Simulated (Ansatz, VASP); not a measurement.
One calculation of AlN, two programs

```
Al N
1.0
     0.00000    2.19070    2.19070
     2.19070    0.00000    2.19070
     2.19070    2.19070    0.00000
Al N
1 1
Direct
  0.00000 0.00000 0.00000
  0.25000 0.25000 0.25000
```

Alike in both runs: task single point; functional HSE06; k mesh 6 × 6 × 6; occupations gaussian, width 0.05 eV; no spin polarisation.

```csv
,VASP,Ansatz
version,VASP 6.6.1,Ansatz 0.2.0
potentials or method,"VASP PAW PBE potentials, release 64 (Al, N), cutoff 520 eV","scalar-relativistic, plane waves, PAW"
valence electrons in the cell,8,8
```

```csv
,VASP,Ansatz,Ansatz less VASP
gap on the k mesh at the Fermi level (eV),4.54,4.54,0.000
least direct gap on the mesh (eV),5.46,5.47,+0.009
pressure (GPa),-2.5,-2.3,+0.16
```

Ansatz's warnings: stress exchange threshold loose, stress scf threshold loose.
